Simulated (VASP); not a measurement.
Input of a VASP 6.6.1 run:

INCAR

```
ALGO = Normal ; EDIFF = 1E-6
ENCUT = 520 ; GGA = PE
ISIF = 2 ; ISMEAR = -1
LASPH = True ; LCHARG = False
LREAL = False ; LWAVE = False
NBANDS = 16 ; NELM = 100
PREC = Accurate ; SIGMA = 0.02
```

The input KPOINTS:

```
k-points
0
Gamma
  12 12 4
```

File POSCAR:

```
Si
1.0
    3.8321295590      0.0000000000      0.0000000000
   -1.9160647795      3.3187215487      0.0000000000
    0.0000000000      0.0000000000      6.5948655349
Si
4
Direct
    0.3333333333      0.6666666667      0.0023436717
    0.6666666667      0.3333333333      0.5023436717
    0.3333333333      0.6666666667      0.3726563283
    0.6666666667      0.3333333333      0.8726563283
```

Potentials or basis: VASP PAW PBE potentials, release 64 (Si).

The run is started by

```bash
$ cat potpaw_PBE.64/Si/POTCAR > POTCAR
$ mpirun -np 1 vasp_std > vasp.out
```

(1) What does it give for the pressure?

(2) Estimate the band gap on the k mesh.

(3) What does it give for the largest force?

## Answers

(1) -2.2 GPa.

(2) 0.62 eV (least direct gap 1.31 eV).

(3) 0.018 eV/Å.

Caveat: the cell differs from its parent crystal (uniaxial z strain +4.0%); the stress differs along the axes, from -7 to 0 GPa.
